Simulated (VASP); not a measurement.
# NdB3H12 (Nd(BH4)3) in VASP: further runs

The runs below take NdB3H12 (Nd(BH4)3) through single point, with PBE.

All numbers are computed with VASP 6.6.1; they aren't measurements. Logs are shortened: lines on timing, memory, paths and dates and some standing lists are left out, and cuts for length are marked.

### Step 1. The cell of the first run

The cell holds a molecule in a box, 16 atoms: a = 14.770 Å, b = 15.470 Å, c = 10.990 Å, α = 90.00°, β = 90.00°, γ = 90.00°.

### Step 2. Single point, PBE, non-collinear spin, typed start, spin-orbit coupling

INCAR reads:

```
SYSTEM = NdB3H12
PREC = Accurate ; ENCUT = 520
EDIFF = 1E-6 ; ISMEAR = 0
SIGMA = 0.01 ; LREAL = Auto
LASPH = .TRUE. ; NELM = 150
ALGO = Normal ; ISIF = 2
LWAVE = .FALSE. ; LCHARG = .FALSE.
MAGMOM = 0 0 3 0 0 0 0 0 0 0 0 0 0 0 0 0 0 0 0 0 0 0 0 0 0 0 0 0 0 0 0 0 0 0 0 0 0 0 0 0 0 0 0 0 0 0 0 0 ; LORBIT = 11
LSORBIT = .TRUE. ; GGA_COMPAT = .FALSE.
LORBMOM = .TRUE. ; LMAXMIX = 6
GGA = PE ; NBANDS = 61
```

KPOINTS reads:

```
Automatic mesh
0
G
  1 1 1
  0 0 0
```

POSCAR reads:

```
NdB3H12
1.0
   14.7700000000      0.0000000000      0.0000000000
    0.0000000000     15.4700000000      0.0000000000
    0.0000000000      0.0000000000     10.9900000000
Nd B H
1 3 12
Direct
    0.4422207200      0.4997724600      0.4999153800
    0.6136750200      0.5005488000      0.4999153800
    0.3557894400      0.6411486700      0.4999153800
    0.3571983800      0.3576186200      0.4999153800
    0.6952159800      0.4991732400      0.4999153800
    0.5789708900      0.4626593400      0.5903667000
    0.5789708900      0.4626593400      0.4094631500
    0.5806811100      0.5750911400      0.4999153800
    0.3162667600      0.7092579200      0.4999153800
    0.4075098200      0.6313981900      0.5903667000
    0.4075098200      0.6313981900      0.4094631500
    0.3046716300      0.5765972900      0.4999153800
    0.3151800900      0.2908855900      0.4999153800
    0.3401828000      0.4052585600      0.5903667000
    0.3401828000      0.4052585600      0.4094631500
    0.4413100900      0.3476289600      0.4999153800
```

Potentials or basis: VASP PAW PBE potentials, release 64 (Nd, B, H).

Run with:

```console
$ cat potpaw_PBE.64/Nd/POTCAR potpaw_PBE.64/B/POTCAR potpaw_PBE.64/H/POTCAR > POTCAR
$ mpirun -np 1 vasp_ncl > vasp.out
```

OUTCAR:

```text
SYSTEM = NdB3H12
   PREC = Accurate
   ENCUT = 520
   EDIFF = 1E-6
   ISMEAR = 0
   LREAL = Auto
   LASPH = .TRUE.
   NELM = 150
   ISIF = 2
   LORBIT = 11
   LSORBIT = .TRUE.
   GGA = PE

 ion  position               nearest neighbor table
   1  0.442  0.500  0.500-   3 2.53   2 2.53   4 2.53
   2  0.614  0.501  0.500-   5 1.20   8 1.25   6 1.26   7 1.26   1 2.53
   3  0.356  0.641  0.500-   9 1.20  12 1.25  10 1.26  11 1.26   1 2.53
   4  0.357  0.358  0.500-  13 1.20  16 1.25  14 1.26  15 1.26   1 2.53
   5  0.695  0.499  0.500-   2 1.20
   6  0.579  0.463  0.590-   2 1.26
   7  0.579  0.463  0.409-   2 1.26
   8  0.581  0.575  0.500-   2 1.25
   9  0.316  0.709  0.500-   3 1.20
  10  0.408  0.631  0.590-   3 1.26
  11  0.408  0.631  0.409-   3 1.26
  12  0.305  0.577  0.500-   3 1.25
  13  0.315  0.291  0.500-   4 1.20
  14  0.340  0.405  0.590-   4 1.26
  15  0.340  0.405  0.409-   4 1.26
  16  0.441  0.348  0.500-   4 1.25

  LATTYP: Found a simple orthorhombic cell.
 ALAT       =    10.9900000000
 B/A-ratio  =     1.3439490446
 C/A-ratio  =     1.4076433121

  Lattice vectors:

 A1 = (   0.0000000000,   0.0000000000,  10.9900000000)
 A2 = (  14.7700000000,   0.0000000000,   0.0000000000)
 A3 = (   0.0000000000,  15.4700000000,   0.0000000000)

Analysis of symmetry for initial positions (statically):
=====================================================================
 Subroutine PRICEL returns:
 Original cell was already a primitive cell.

 Routine SETGRP: Setting up the symmetry group for a
 simple orthorhombic supercell.

 Subroutine GETGRP returns: Found  2 space group operations
 (whereof  1 operations were pure point group operations)
 out of a pool of  8 trial point group operations.

The static configuration has the point symmetry C_1 .
 The point group associated with its full space group is C_1h.

Analysis of symmetry for dynamics (positions and initial velocities):
=====================================================================
 Subroutine PRICEL returns:
 Original cell was already a primitive cell.

 Routine SETGRP: Setting up the symmetry group for a
 simple orthorhombic supercell.

 Subroutine GETGRP returns: Found  2 space group operations
 (whereof  1 operations were pure point group operations)
 out of a pool of  8 trial point group operations.

The dynamic configuration has the point symmetry C_1 .
 The point group associated with its full space group is C_1h.

Analysis of structural, dynamic, and magnetic symmetry:
=====================================================================
 Subroutine PRICEL returns:
 Original cell was already a primitive cell.

 Routine SETGRP: Setting up the symmetry group for a
 simple orthorhombic supercell.

 Subroutine GETGRP returns: Found  2 space group operations
 (whereof  1 operations were pure point group operations)
 out of a pool of  8 trial point group operations.

The overall configuration has the point symmetry C_1 .
 The point group associated with its full space group is C_1h.

 Subroutine INISYM returns: Found  2 space group operations
[... 211 lines left out ...]
  FORCE on cell =-STRESS in cart. coord.  units (eV):
  Direction    XX          YY          ZZ          XY          YZ          ZX
  --------------------------------------------------------------------------------------
  -------------------------------------------------------------------------------------
  Total       -1.1322366     -1.1458227     -0.7487483     -0.0014230      0.0000000      0.0000000
  in kB       -0.7224026     -0.7310709     -0.4777249     -0.0009079      0.0000000      0.0000000
  external PRESSURE =      -0.6437328 kB  Pullay stress =       0.0000000 kB

 VOLUME and BASIS-vectors are now :
 -----------------------------------------------------------------------------
  energy-cutoff  :      520.00
  volume of cell :     2511.13
      direct lattice vectors                 reciprocal lattice vectors
    14.770000000  0.000000000  0.000000000     0.067704807  0.000000000  0.000000000
     0.000000000 15.470000000  0.000000000     0.000000000  0.064641241  0.000000000
     0.000000000  0.000000000 10.990000000     0.000000000  0.000000000  0.090991811

 POSITION                                       TOTAL-FORCE (eV/Angst)
 -----------------------------------------------------------------------------------
      6.53160      7.73148      5.49407        -0.005447     -0.005633      0.000000
      9.06398      7.74349      5.49407        -0.037420     -0.056763      0.000000
      5.25501      9.91857      5.49407         0.067068     -0.001318      0.000000
      5.27582      5.53236      5.49407        -0.032177      0.060089      0.000000
     10.26834      7.72221      5.49407        -0.158170     -0.011671      0.000000
      8.55140      7.15734      6.48813         0.049714      0.067651     -0.095905
[... 8 lines left out ...]
      5.02450      6.26935      4.50000         0.034299     -0.075189      0.095759
      6.51815      5.37782      5.49407        -0.056146      0.023394      0.000000
 -----------------------------------------------------------------------------------
    total drift:                               -0.002334     -0.005841      0.001761

  FREE ENERGIE OF THE ION-ELECTRON SYSTEM (eV)
  ---------------------------------------------------
  free  energy   TOTEN  =       -70.7505512735 eV

  energy  without entropy=      -70.7505512735  energy(sigma->0) =      -70.75055127

 orbital moment (x)

 # of ion     p       d       f       tot
 ------------------------------------------------
  1         0.000   0.000   0.000   0.000
  2         0.000   0.000   0.000   0.000
  3         0.000   0.000   0.000   0.000
  4         0.000   0.000   0.000   0.000
  5         0.000   0.000   0.000   0.000
  6         0.000   0.000   0.000   0.000
[... 8 lines left out ...]
 15         0.000   0.000   0.000   0.000
 16         0.000   0.000   0.000   0.000
 ------------------------------------------------
            0.000   0.000   0.000   0.000

 orbital moment (y)

 # of ion     p       d       f       tot
 ------------------------------------------------
  1         0.000   0.000   0.000   0.000
  2         0.000   0.000   0.000   0.000
  3         0.000   0.000   0.000   0.000
  4         0.000   0.000   0.000   0.000
  5         0.000   0.000   0.000   0.000
  6        -0.000   0.000   0.000  -0.000
[... 8 lines left out ...]
 15         0.000   0.000   0.000   0.000
 16         0.000   0.000   0.000   0.000
 ------------------------------------------------
            0.000   0.000   0.000   0.000

 orbital moment (z)

 # of ion     p       d       f       tot
 ------------------------------------------------
  1        -0.009  -0.002  -0.820  -0.832
  2         0.000   0.000   0.000   0.000
  3         0.000   0.000   0.000   0.000
  4         0.000   0.000   0.000   0.000
  5        -0.000   0.000   0.000  -0.000
  6         0.000   0.000   0.000   0.000
[... 8 lines left out ...]
 15         0.000   0.000   0.000   0.000
 16         0.000   0.000   0.000   0.000
 ------------------------------------------------
           -0.009  -0.002  -0.820  -0.831

 Spin-Orbit-Coupling matrix elements

 Ion:    1  E_soc:     -0.7767885
 l=   1
     0.0000000    -0.1034701    -0.1027355
    -0.1034701     0.0000000    -0.1034687
    -0.1027355    -0.1034687     0.0000000
 l=   2
     0.0000000    -0.0001830     0.0000000    -0.0001829    -0.0008894
    -0.0001830     0.0000000    -0.0003409    -0.0001637    -0.0001830
     0.0000000    -0.0003409     0.0000000    -0.0003406     0.0000000
    -0.0001829    -0.0001637    -0.0003406     0.0000000    -0.0001829
    -0.0008894    -0.0001830     0.0000000    -0.0001829     0.0000000
 l=   3
     0.0000000    -0.0007358     0.0000000     0.0000000     0.0000000    -0.0007326    -0.0285713
    -0.0007358     0.0000000    -0.0051097     0.0000000    -0.0051107    -0.0007424    -0.0027133
     0.0000000    -0.0051097     0.0000000    -0.0097178    -0.0001778    -0.0051001     0.0000000
     0.0000000     0.0000000    -0.0097178     0.0000000    -0.0097333     0.0000000     0.0000000
[... 289 lines left out ...]
 l=   2
     0.0000000     0.0000000     0.0000000     0.0000000     0.0000000
     0.0000000     0.0000000     0.0000000     0.0000000     0.0000000
     0.0000000     0.0000000     0.0000000     0.0000000     0.0000000
     0.0000000     0.0000000     0.0000000     0.0000000     0.0000000
     0.0000000     0.0000000     0.0000000     0.0000000     0.0000000
 l=   3
     0.0000000     0.0000000     0.0000000     0.0000000     0.0000000     0.0000000     0.0000000
     0.0000000     0.0000000     0.0000000     0.0000000     0.0000000     0.0000000     0.0000000
     0.0000000     0.0000000     0.0000000     0.0000000     0.0000000     0.0000000     0.0000000
     0.0000000     0.0000000     0.0000000     0.0000000     0.0000000     0.0000000     0.0000000
     0.0000000     0.0000000     0.0000000     0.0000000     0.0000000     0.0000000     0.0000000
     0.0000000     0.0000000     0.0000000     0.0000000     0.0000000     0.0000000     0.0000000
     0.0000000     0.0000000     0.0000000     0.0000000     0.0000000     0.0000000     0.0000000

 total charge

# of ion       s       p       d       f       tot
--------------------------------------------------
    1        1.974   5.470   0.468   3.132  11.043
    2        0.705   1.343   0.000   0.000   2.048
    3        0.705   1.343   0.000   0.000   2.048
    4        0.705   1.343   0.000   0.000   2.048
    5        0.604   0.020   0.000   0.000   0.624
    6        0.594   0.017   0.000   0.000   0.611
[... 8 lines left out ...]
   15        0.594   0.017   0.000   0.000   0.610
   16        0.595   0.018   0.000   0.000   0.613
--------------------------------------------------
tot         11.249   9.711   0.468   3.132  24.559

 magnetization (x)

# of ion       s       p       d       f       tot
--------------------------------------------------
    1        0.000   0.000   0.000   0.000   0.000
    2        0.000   0.000   0.000   0.000   0.000
    3        0.000   0.000   0.000   0.000   0.000
    4        0.000   0.000   0.000   0.000   0.000
    5        0.000   0.000   0.000   0.000   0.000
    6       -0.000   0.000   0.000   0.000  -0.000
[... 8 lines left out ...]
   15       -0.000   0.000   0.000   0.000  -0.000
   16        0.000   0.000   0.000   0.000   0.000
--------------------------------------------------
tot          0.000   0.000   0.000   0.000   0.000

 magnetization (y)

# of ion       s       p       d       f       tot
--------------------------------------------------
    1        0.000   0.000   0.000   0.000   0.000
    2        0.000   0.000   0.000   0.000   0.000
    3        0.000   0.000   0.000   0.000   0.000
    4        0.000   0.000   0.000   0.000   0.000
    5        0.000   0.000   0.000   0.000   0.000
    6        0.000   0.000   0.000   0.000   0.000
[... 8 lines left out ...]
   15       -0.000   0.000   0.000   0.000  -0.000
   16        0.000   0.000   0.000   0.000   0.000
--------------------------------------------------
tot          0.000   0.000   0.000   0.000   0.000

 magnetization (z)

# of ion       s       p       d       f       tot
--------------------------------------------------
    1       -0.013  -0.107   0.028   2.908   2.816
    2       -0.001  -0.013   0.000   0.000  -0.014
    3       -0.001  -0.013   0.000   0.000  -0.014
    4       -0.001  -0.013   0.000   0.000  -0.014
    5       -0.000  -0.000   0.000   0.000  -0.001
    6       -0.005  -0.000   0.000   0.000  -0.005
[... 8 lines left out ...]
   15       -0.005  -0.000   0.000   0.000  -0.005
   16       -0.004  -0.000   0.000   0.000  -0.004
--------------------------------------------------
tot         -0.060  -0.146   0.028   2.908   2.731
```

Run time: 51 min. Hardware: 1 thread of Intel Xeon Platinum 8259CL at 2.50GHz (Skylake/Cascade Lake), shared host; peak memory 6 GiB.

What came out:

| Property | Result |
| --- | --- |
| Free energy | -70.7506 eV |
| Largest force | 0.160 eV/Å |
| Net moment | 2.96 μB per cell |
| Valence electrons inside the program's atomic spheres | Nd 11.04; B 2.05; H 0.62, 0.61 |

Forces in eV/Å, atoms in the order of the input:
```
Nd  -0.005 -0.006  0.000
B   -0.037 -0.057  0.000
B    0.067 -0.001  0.000
B   -0.032  0.060  0.000
H   -0.158 -0.012  0.000
H    0.050  0.068 -0.096
H    0.050  0.068  0.096
H    0.010 -0.061  0.000
H    0.090 -0.132  0.000
H   -0.082  0.009 -0.096
H   -0.082  0.009  0.096
H    0.049  0.038  0.000
H    0.069  0.144  0.000
H    0.034 -0.075 -0.096
H    0.034 -0.075  0.096
H   -0.056  0.023  0.000
```

Moments on the atoms (μB; x, y, z):
```
Nd   0.00  0.00  2.82
B    0.00  0.00 -0.01
B    0.00  0.00 -0.01
B    0.00  0.00 -0.01
H    0.00  0.00  0.00
H    0.00  0.00 -0.01
H    0.00  0.00 -0.01
H    0.00  0.00  0.00
H    0.00  0.00  0.00
H    0.00  0.00 -0.01
H    0.00  0.00 -0.01
H    0.00  0.00  0.00
H    0.00  0.00  0.00
H    0.00  0.00 -0.01
H    0.00  0.00 -0.01
H    0.00  0.00  0.00
```

Caveat: the magnetic or orbital state may not be the lowest; without U or exact exchange the open f shell lies at the Fermi level, which spoils levels, moments and volumes. The state reached can hang on the start; a lower one may exist.

### Step 3. Single point, PBE, collinear spin, ferromagnetic start

INCAR reads:

```
  PREC = Accurate
  ENCUT = 520
  EDIFF = 1E-6
  ISMEAR = 0
  SIGMA = 0.01
  LREAL = Auto
  LASPH = T
  NELM = 150
  ALGO = Normal
  ISIF = 2
  LWAVE = F
  LCHARG = F
  ISPIN = 2
  MAGMOM = 3 0 0 0 0 0 0 0 0 0 0 0 0 0 0 0
  LORBIT = 11
  LMAXMIX = 6
  GGA = PE
  NBANDS = 36
```

KPOINTS reads:

```
regular mesh
0
Gamma
  1 1 1
```

POSCAR is that of step 2.

Potentials or basis: VASP PAW PBE potentials, release 64 (Nd, B, H).

Run with:

```console
$ cat potpaw_PBE.64/Nd/POTCAR potpaw_PBE.64/B/POTCAR potpaw_PBE.64/H/POTCAR > POTCAR
$ mpirun -np 1 vasp_gam > vasp.out
```

OUTCAR:

```text
PREC = Accurate
   ENCUT = 520
   EDIFF = 1E-6
   ISMEAR = 0
   LREAL = Auto
   LASPH = T
   NELM = 150
   ISIF = 2
   ISPIN = 2
   LORBIT = 11
   GGA = PE

 ion  position               nearest neighbor table
   1  0.442  0.500  0.500-   3 2.53   2 2.53   4 2.53
   2  0.614  0.501  0.500-   5 1.20   8 1.25   6 1.26   7 1.26   1 2.53
   3  0.356  0.641  0.500-   9 1.20  12 1.25  10 1.26  11 1.26   1 2.53
   4  0.357  0.358  0.500-  13 1.20  16 1.25  14 1.26  15 1.26   1 2.53
   5  0.695  0.499  0.500-   2 1.20
   6  0.579  0.463  0.590-   2 1.26
   7  0.579  0.463  0.409-   2 1.26
   8  0.581  0.575  0.500-   2 1.25
   9  0.316  0.709  0.500-   3 1.20
  10  0.408  0.631  0.590-   3 1.26
  11  0.408  0.631  0.409-   3 1.26
  12  0.305  0.577  0.500-   3 1.25
  13  0.315  0.291  0.500-   4 1.20
[... 324 lines left out ...]
      6.51815      5.37782      5.49407        -0.046716      0.053360      0.000000
 -----------------------------------------------------------------------------------
    total drift:                               -0.002740     -0.000177      0.001776

  FREE ENERGIE OF THE ION-ELECTRON SYSTEM (eV)
  ---------------------------------------------------
  free  energy   TOTEN  =       -70.2626214822 eV

  energy  without entropy=      -70.2626214822  energy(sigma->0) =      -70.26262148

 total charge

# of ion       s       p       d       f       tot
--------------------------------------------------
    1        1.974   5.433   0.473   3.122  11.002
    2        0.704   1.345   0.000   0.000   2.049
    3        0.704   1.344   0.000   0.000   2.048
    4        0.704   1.345   0.000   0.000   2.049
    5        0.603   0.020   0.000   0.000   0.623
    6        0.595   0.017   0.000   0.000   0.612
[... 8 lines left out ...]
   15        0.595   0.017   0.000   0.000   0.612
   16        0.594   0.018   0.000   0.000   0.612
--------------------------------------------------
tot         11.247   9.679   0.473   3.122  24.522

 magnetization (x)

# of ion       s       p       d       f       tot
--------------------------------------------------
    1       -0.015  -0.116   0.031   2.939   2.839
    2       -0.001  -0.009   0.000   0.000  -0.010
    3       -0.001  -0.011   0.000   0.000  -0.012
    4       -0.001  -0.009   0.000   0.000  -0.010
    5       -0.002  -0.000   0.000   0.000  -0.002
    6       -0.003  -0.000   0.000   0.000  -0.003
[... 8 lines left out ...]
   15       -0.003   0.000   0.000   0.000  -0.003
   16       -0.006  -0.000   0.000   0.000  -0.006
--------------------------------------------------
tot         -0.061  -0.146   0.031   2.939   2.763
```

stdout:

```text
POSCAR found type information on POSCAR NdB H
 POSCAR found :  3 types and      16 ions
 scaLAPACK will be used
 LDA part: xc-table for (Slater+PW92), standard interpolation
 POSCAR, INCAR and KPOINTS ok, starting setup
 FFT: planning ... GRIDC
 FFT: planning ... GRID_SOFT
 FFT: planning ... GRID
 WAVECAR not read
 entering main loop
```

Wall time 19 min (1 thread of Intel Xeon Platinum 8259CL at 2.50GHz (Skylake/Cascade Lake), shared host); peak memory 2.6 GiB.

What came out:

```
Free energy                                           : -70.2626 eV
Largest force                                         : 0.194 eV/Å
Gap between the frontier levels                       : 0.75 eV
Net moment                                            : 3.00 μB per cell
Site moments                                          : Nd +2.84; B -0.01; H -0.00, -0.01 μB
Valence electrons inside the program's atomic spheres : Nd 11.00; B 2.05; H 0.62, 0.61
```

Forces in eV/Å, atoms in the order of the input:
```
Nd   0.023  0.105  0.000
B   -0.060 -0.184  0.000
B    0.079 -0.017  0.000
B   -0.109  0.161  0.000
H   -0.153  0.004  0.000
H    0.142  0.085 -0.095
H    0.142  0.085  0.095
H   -0.024 -0.055  0.000
H    0.087 -0.131  0.000
H   -0.108  0.025 -0.094
H   -0.108  0.025  0.094
H    0.059  0.007  0.000
H    0.077  0.129  0.000
H    0.000 -0.146 -0.095
H    0.000 -0.146  0.095
H   -0.047  0.053  0.000
```

Levels at points of the mesh, in eV from the valence-band top:
Spin up:
| k point | band 17 | band 18 | band 19 | band 20 | band 21 | band 22 |
| --- | --- | --- | --- | --- | --- | --- |
| (0.00, 0.00, 0.00) | -0.04 | -0.02 | 0.00 | 0.75 | 0.91 | 0.92 |
Spin down:
```
           k point  band 14  band 15  band 16  band 17  band 18  band 19
(0.00, 0.00, 0.00)    -1.50    -1.24    -1.22     2.14     2.22     2.23
```

Caveat: the magnetic or orbital state may not be the lowest; spin-orbit coupling is left out, which moves the levels of the heavy elements; without U or exact exchange the open f shell lies at the Fermi level, which spoils levels, moments and volumes.
